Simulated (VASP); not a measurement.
# Al (P6_3/mmc) in VASP: notebook

Runs on Al. Level: PBEsol+D3(BJ). Tasks: single point.

Everything below comes from runs of VASP 6.6.1. Logs are shortened: lines on timing, memory, paths and dates and some standing lists are left out, and cuts for length are marked.

**1. The cell of the first run**

The structure is hexagonal, space group P6_3/mmc (No. 194). Conventional cell: a = 2.866 Å, b = 2.866 Å, c = 7.868 Å, α = 90.00°, β = 90.00°, γ = 120.00°. Within 3.4 Å of Al (site symmetry -3m) lie 12 Al at 2.57 to 2.87 Å. Within 3.4 Å of Al (site symmetry -6m2) lie 12 Al at 2.57 to 2.87 Å.

**2. Single point, PBEsol+D3(BJ)**

INCAR reads:

```
PREC = Accurate
ENCUT = 520
EDIFF = 1E-6
ISMEAR = 0
SIGMA = 0.15
LREAL = F
LASPH = T
NELM = 80
ALGO = Normal
ISIF = 2
LWAVE = F
LCHARG = F
GGA = PS
IVDW = 12
NBANDS = 14
```

KPOINTS reads:

```
regular mesh
0
Gamma
  18 18 6
```

POSCAR reads:

```
Al
1.0
    2.8661000000      0.0000000000      0.0000000000
   -1.4330500000      2.4821154098      0.0000000000
    0.0000000000      0.0000000000      7.8684000000
Al
4
Direct
    0.0000000000      0.0000000000      0.0000000000
    0.3333333333      0.6666666667      0.2500000000
    0.0000000000      0.0000000000      0.5000000000
    0.6666666667      0.3333333333      0.7500000000
```

Potentials or basis: VASP PAW PBE potentials, release 64 (Al).

Run with:

```sh
$ cat potpaw_PBE.64/Al/POTCAR > POTCAR
$ mpirun -np 1 vasp_std > vasp.out
```

OUTCAR:

```text
PREC = Accurate
   ENCUT = 520
   EDIFF = 1E-6
   ISMEAR = 0
   LREAL = F
   LASPH = T
   NELM = 80
   ISIF = 2
   GGA = PS
   IVDW = 12
 IVDW          = 12

 ion  position               nearest neighbor table
   1  0.000  0.000  0.000-   2 2.57   4 2.57   4 2.57   2 2.57   4 2.57   2 2.57
   2  0.333  0.667  0.250-   1 2.57   3 2.57   1 2.57   3 2.57   1 2.57   3 2.57
   3  0.000  0.000  0.500-   2 2.57   4 2.57   4 2.57   2 2.57   4 2.57   2 2.57
   4  0.667  0.333  0.750-   1 2.57   3 2.57   1 2.57   3 2.57   1 2.57   3 2.57

  LATTYP: Found a hexagonal cell.
 ALAT       =     2.8661000000
 C/A-ratio  =     2.7453333799

  Lattice vectors:

 A1 = (   2.8661000000,   0.0000000000,   0.0000000000)
 A2 = (  -1.4330500000,   2.4821154098,   0.0000000000)
 A3 = (   0.0000000000,   0.0000000000,   7.8684000000)

Analysis of symmetry for initial positions (statically):
=====================================================================
 Subroutine PRICEL returns:
 Original cell was already a primitive cell.

 Routine SETGRP: Setting up the symmetry group for a
 hexagonal supercell.

 Subroutine GETGRP returns: Found 24 space group operations
 (whereof 12 operations were pure point group operations)
 out of a pool of 24 trial point group operations.

The static configuration has the point symmetry D_3d.
 The point group associated with its full space group is D_6h.

Analysis of symmetry for dynamics (positions and initial velocities):
=====================================================================
 Subroutine PRICEL returns:
 Original cell was already a primitive cell.

 Routine SETGRP: Setting up the symmetry group for a
 hexagonal supercell.

 Subroutine GETGRP returns: Found 24 space group operations
 (whereof 12 operations were pure point group operations)
 out of a pool of 24 trial point group operations.

The dynamic configuration has the point symmetry D_3d.
 The point group associated with its full space group is D_6h.

 Subroutine INISYM returns: Found 24 space group operations
 (whereof 12 operations are pure point group operations),
 and found     1 'primitive' translations

----------------------------------------------------------------------------------------

                                     Primitive cell

  volume of cell :      55.9757

  direct lattice vectors                    reciprocal lattice vectors
     2.866100000  0.000000000  0.000000000     0.348906179  0.201441076  0.000000000
    -1.433050000  2.482115410  0.000000000     0.000000000  0.402882153  0.000000000
     0.000000000  0.000000000  7.868400000     0.000000000  0.000000000  0.127090641
[... 104 lines left out ...]
   EFERMI_NEDOS =   21; number of points for ismear=-14 and -15
   IALGO  =     38    algorithm
   IMIX   =      4    mixing-type and parameters
     AMIX     =   0.40;   BMIX     =  1.00
     AMIX_MAG =   1.60;   BMIX_MAG =  1.00
  volume/ion in A,a.u.               =      13.99        94.44
  Fermi-wavevector in a.u.,A,eV,Ry     =   0.979795  1.851545 13.061576  0.959999
  Thomas-Fermi vector in A             =   2.110676
   LORBIT       =      0    0 simple, 1 ext, 2 COOP (PROOUT), +10 PAW based schemes
   GGA     = PS    functional components
   LHFCALC =     F    Hartree Fock is set to
   AEXX    =    0.0000 exact exchange contribution
   IVDW    =    12    specifies the selected vdW correction
   LEPSILON=     F    determine dielectric tensor
   LRPA    =     F    only Hartree local field effects (RPA)
 non-spin polarized calculation
 Gauss-broadening in eV      SIGMA  =   0.15
  energy-cutoff  :      520.00
  volume of cell :       55.98
 maximum number of plane-waves:      1531
 NGX is ok and might be reduce to    24
   NGX = 11   NGY = 11   NGZ = 29

 number of electron      12.0000000 magnetization

 Free energy of the ion-electron system (eV)
  ---------------------------------------------------
  ext. energy  EPLUGINS =         0.00000000
  ---------------------------------------------------
  free energy    TOTEN  =       -15.38681194 eV

  energy without entropy =      -15.37233749  energy(sigma->0) =      -15.37957471

 E-fermi :   9.7106     XC(G=0): -10.8640

 val. band max:        9.7032378305   @ k =   0.4444  -0.0000   0.5000
 cond. band min:       9.7367773369   @ k =   0.3889   0.0556   0.0000
 fundamental gap:      0.0335395063
 Fermi energy:         9.7105525306

 k-point     1 :       0.0000    0.0000    0.0000
  band No.  band energies     occupation
      1      -2.5547      2.00000
      2      -0.1996      2.00000
      3      -0.1927      2.00000
      4       5.8935      2.00000
      5       7.4933      2.00000
      6      17.2269      0.00000
      7      17.3986      0.00000
      8      18.8529      0.00000
      9      18.8529      0.00000
     10      19.1370      0.00000
     11      19.1370      0.00000
     12      20.3477      0.00000
     13      20.3489      0.00000
     14      20.6488      0.00000
[... 377 lines left out ...]
      1       2.3030      2.00000
      2       4.4966      2.00000
      3       4.5439      2.00000
      4       4.8329      2.00000
      5       7.1147      2.00000
      6       7.1763      2.00000
      7      10.3585      0.00000
      8      10.7125      0.00000
      9      12.4060      0.00000
     10      12.5939      0.00000
     11      13.5745      0.00000
     12      13.7593      0.00000
     13      15.2641      0.00000
     14      18.7425      0.00000

 [... further k-points ...]

------------------------ aborting loop because EDIFF is reached ----------------------------------------

 Edisp (eV)   -1.50015

 E8    (eV) :    -1.0101

  FORCE on cell =-STRESS in cart. coord.  units (eV):
  Direction    XX          YY          ZZ          XY          YZ          ZX
  --------------------------------------------------------------------------------------
  -------------------------------------------------------------------------------------
  Total       3.09845     3.09845    11.58012     0.00000     0.00000     0.00000
  in kB      88.68614    88.68614   331.45459     0.00000     0.00000     0.00000
  external pressure =      169.61 kB  Pullay stress =        0.00 kB

 VOLUME and BASIS-vectors are now :
 -----------------------------------------------------------------------------
  energy-cutoff  :      520.00
  volume of cell :       55.98
      direct lattice vectors                 reciprocal lattice vectors
     2.866100000  0.000000000  0.000000000     0.348906179  0.201441076  0.000000000
    -1.433050000  2.482115410  0.000000000     0.000000000  0.402882153  0.000000000
     0.000000000  0.000000000  7.868400000     0.000000000  0.000000000  0.127090641

 POSITION                                       TOTAL-FORCE (eV/Angst)
 -----------------------------------------------------------------------------------
      0.00000      0.00000      0.00000         0.000000      0.000000      0.000000
     -0.00000      1.65474      1.96710        -0.000000     -0.000000      0.000000
      0.00000      0.00000      3.93420         0.000000      0.000000      0.000000
      1.43305      0.82737      5.90130         0.000000      0.000000     -0.000000
 -----------------------------------------------------------------------------------
    total drift:                               -0.000000      0.000000      0.000000

  FREE ENERGIE OF THE ION-ELECTRON SYSTEM (eV)
  ---------------------------------------------------
  free  energy   TOTEN  =       -16.8869661299 eV

  energy  without entropy=      -16.8724916797  energy(sigma->0) =      -16.87972890
```

OSZICAR:

```text
N       E                     dE             d eps       ncg     rms          rms(c)
DAV:   1     0.817987772396E+01    0.81799E+01   -0.42805E+03  4152   0.669E+02
DAV:   2    -0.148039199425E+02   -0.22984E+02   -0.20937E+02  5498   0.958E+01
DAV:   3    -0.155187572650E+02   -0.71484E+00   -0.70811E+00  5276   0.139E+01
DAV:   4    -0.155230148286E+02   -0.42576E-02   -0.42572E-02  5054   0.136E+00
DAV:   5    -0.155230634809E+02   -0.48652E-04   -0.48653E-04  5390   0.146E-01    0.357E+00
DAV:   6    -0.154408949062E+02    0.82169E-01   -0.49734E-03  4776   0.354E-01    0.201E+00
DAV:   7    -0.153876348216E+02    0.53260E-01   -0.12077E-02  4660   0.534E-01    0.301E-01
DAV:   8    -0.153868212730E+02    0.81355E-03   -0.51485E-04  5588   0.115E-01    0.147E-01
DAV:   9    -0.153868123224E+02    0.89505E-05   -0.13993E-05  5300   0.208E-02    0.127E-02
DAV:  10    -0.153868119392E+02    0.38327E-06   -0.47869E-07  3578   0.437E-03
   1 F= -.16886966E+02 E0= -.16879729E+02  d E =-.144745E-01
```

Wall time 2.8 min (1 thread of AMD EPYC 7R13, shared host); peak memory 0.2 GiB.

Results:

```
Free energy                : -16.8870 eV
Pressure                   : 17.0 GPa
Band gap on the k mesh     : zero (band 6 reaches 17.23 eV, above the bottom of band 7 at 7.64 eV)
Dispersion energy per atom : -0.375 eV
```

Stress tensor (GPa, compression positive):
```
 8.87  0.00  0.00
 0.00  8.87  0.00
 0.00  0.00 33.15
```

Levels at points of the mesh, in eV from the Fermi level:
```tsv
k point	band 2	band 3	band 4	band 5	band 6	band 7	band 8	band 9	band 10	band 11
(0.00, 0.00, 0.00)	-9.91	-9.90	-3.82	-2.22	7.52	7.69	9.14	9.14	9.43	9.43
(0.50, 0.00, 0.00)	-6.33	-4.63	-4.48	-3.81	-3.65	1.38	1.79	3.06	3.43	4.23
(0.00, 0.00, 0.50)	-11.67	-7.04	-7.04	1.96	1.96	9.57	9.57	9.57	9.57	9.95
(0.50, 0.00, 0.50)	-5.94	-5.78	-5.78	-1.75	-1.75	-0.95	-0.95	4.72	4.72	5.31
```

Caveat: the PAW data sets were made with another functional, which shifts forces and pressure a little; pairwise dispersion overbinds metals, which lowers pressure and volume.

**3. Single point, PBEsol+D3(BJ)**

This run uses another cell than the first one, of 14.19 Å³/atom, 1.014 times its volume.

INCAR reads:

```
PREC = Accurate ; ENCUT = 520
EDIFF = 1E-7 ; ISMEAR = 0
SIGMA = 0.15 ; LREAL = F
LASPH = T ; NELM = 80
ALGO = Normal ; ISIF = 2
LWAVE = F ; LCHARG = F
GGA = PS ; IVDW = 12
NBANDS = 14
```

KPOINTS reads:

```
Automatic mesh
0
Gamma
  18 18 6
```

POSCAR reads:

```
Al
1.0
    2.6701000000      0.0000000000      0.0000000000
   -1.3350500000      2.3123744307      0.0000000000
    0.0000000000      0.0000000000      9.1920208392
Al
4
Direct
    0.0000000000      0.0000000000      0.0000000000
    0.3333333333      0.6666666667      0.2500000000
    0.0000000000      0.0000000000      0.5000000000
    0.6666666667      0.3333333333      0.7500000000
```

Potentials or basis: VASP PAW PBE potentials, release 64 (Al).

Run with:

```sh
$ cat potpaw_PBE.64/Al/POTCAR > POTCAR
$ mpirun -np 1 vasp_std > vasp.out
```

OUTCAR:

```text
PREC = Accurate
   ENCUT = 520
   EDIFF = 1E-7
   ISMEAR = 0
   LREAL = F
   LASPH = T
   NELM = 80
   ISIF = 2
   GGA = PS
   IVDW = 12
 IVDW          = 12

 ion  position               nearest neighbor table
   1  0.000  0.000  0.000-   2 2.77   4 2.77   4 2.77   2 2.77   4 2.77   2 2.77
   2  0.333  0.667  0.250-   1 2.77   3 2.77   1 2.77   3 2.77   1 2.77   3 2.77
   3  0.000  0.000  0.500-   2 2.77   4 2.77   4 2.77   2 2.77   4 2.77   2 2.77
   4  0.667  0.333  0.750-   1 2.77   3 2.77   1 2.77   3 2.77   1 2.77   3 2.77
[... 614 lines left out ...]

  FORCE on cell =-STRESS in cart. coord.  units (eV):
  Direction    XX          YY          ZZ          XY          YZ          ZX
  --------------------------------------------------------------------------------------
  -------------------------------------------------------------------------------------
  Total       4.81087     4.81087     2.25500     0.00000     0.00000    -0.00000
  in kB     135.81175   135.81175    63.65911     0.00000     0.00000    -0.00000
  external pressure =      111.76 kB  Pullay stress =        0.00 kB

 VOLUME and BASIS-vectors are now :
 -----------------------------------------------------------------------------
  energy-cutoff  :      520.00
  volume of cell :       56.75
      direct lattice vectors                 reciprocal lattice vectors
     2.670100000  0.000000000  0.000000000     0.374517808  0.216227957  0.000000000
    -1.335050000  2.312374431  0.000000000     0.000000000  0.432455915  0.000000000
     0.000000000  0.000000000  9.192020839     0.000000000  0.000000000  0.108790006

 POSITION                                       TOTAL-FORCE (eV/Angst)
 -----------------------------------------------------------------------------------
      0.00000      0.00000      0.00000        -0.000000      0.000000     -0.000000
     -0.00000      1.54158      2.29801         0.000000      0.000000      0.000000
      0.00000      0.00000      4.59601        -0.000000      0.000000     -0.000000
      1.33505      0.77079      6.89402        -0.000000      0.000000     -0.000000
 -----------------------------------------------------------------------------------
    total drift:                               -0.000000      0.000000     -0.000000

  FREE ENERGIE OF THE ION-ELECTRON SYSTEM (eV)
  ---------------------------------------------------
  free  energy   TOTEN  =       -17.4195130521 eV

  energy  without entropy=      -17.4024061947  energy(sigma->0) =      -17.41095962
```

stdout:

```text
POSCAR found type information on POSCAR Al
 POSCAR found :  1 types and       4 ions
 scaLAPACK will be used
 -----------------------------------------------------------------------------
|                                                                             |
|                                                                             |
|     You enforced a specific xc type in the INCAR file but a different       |
|     I HOPE YOU KNOW WHAT YOU ARE DOING!                                     |
|                                                                             |
 -----------------------------------------------------------------------------

 LDA part: xc-table for (Slater+PW92), standard interpolation
 POSCAR, INCAR and KPOINTS ok, starting setup
 FFT: planning ... GRIDC
 FFT: planning ... GRID_SOFT
 FFT: planning ... GRID
 WAVECAR not read
 entering main loop
```

Wall time 2.6 min (1 thread of AMD EPYC 7R13, shared host); peak memory 0.21 GiB.

What came out:

```yaml
Free_energy: -17.4195 eV
Pressure: 11.2 GPa
Band_gap_on_the_k_mesh: zero (band 6 reaches 13.05 eV, above the bottom of band 7 at 8.14 eV)
Dispersion_energy_per_atom: -0.370 eV
```

Caveat: the PAW data sets were made with another functional, which shifts forces and pressure a little; pairwise dispersion overbinds metals, which lowers pressure and volume.
